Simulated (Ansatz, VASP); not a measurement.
CuI in VASP and in Ansatz

```xyz
4
Lattice="3.8452 -3.8224 0.0000 3.8452 3.8224 0.0000 0.0000 0.0000 4.3070" Properties=species:S:1:pos:R:3 pbc="T T T"
Cu    3.8452    0.6082    3.2302
Cu    3.8452   -0.6082    1.0767
I     3.8452   -2.0644    3.2302
I     3.8452    2.0644    1.0767
```

Change from the starting cell: equal xx and yy strain of +3 %.

Alike in both runs: task single point; functional LDA; k mesh 5 × 5 × 6; occupations fermi-dirac, width 0.02 eV; no spin polarisation.

|  | VASP | Ansatz |
| --- | --- | --- |
| version | VASP 6.6.1 | Ansatz 0.2.0 |
| potentials or method | VASP PAW LDA potentials, release 64 (Cu, I), cutoff 520 eV | all-electron LAPW, scalar-relativistic |

```csv
,VASP,Ansatz,Ansatz less VASP
gap on the k mesh at the Fermi level (eV),0.79,0.75,-0.037
pressure (GPa),-4.3,-4.2,+0.10
"traceless stress, the component that is largest in VASP (GPa)",2.89,3.01,+0.114
rms of the force components (eV/Å),0.330,0.336,+0.0056
```

LDA's correlation is that of Perdew and Zunger in VASP and of Perdew and Wang (1992) in Ansatz. Atom by atom the forces differ by 0.010 eV/Å (rms over components). Ansatz ran all-electron here, and VASP with PAW potentials.

Spin-orbit coupling is off throughout.
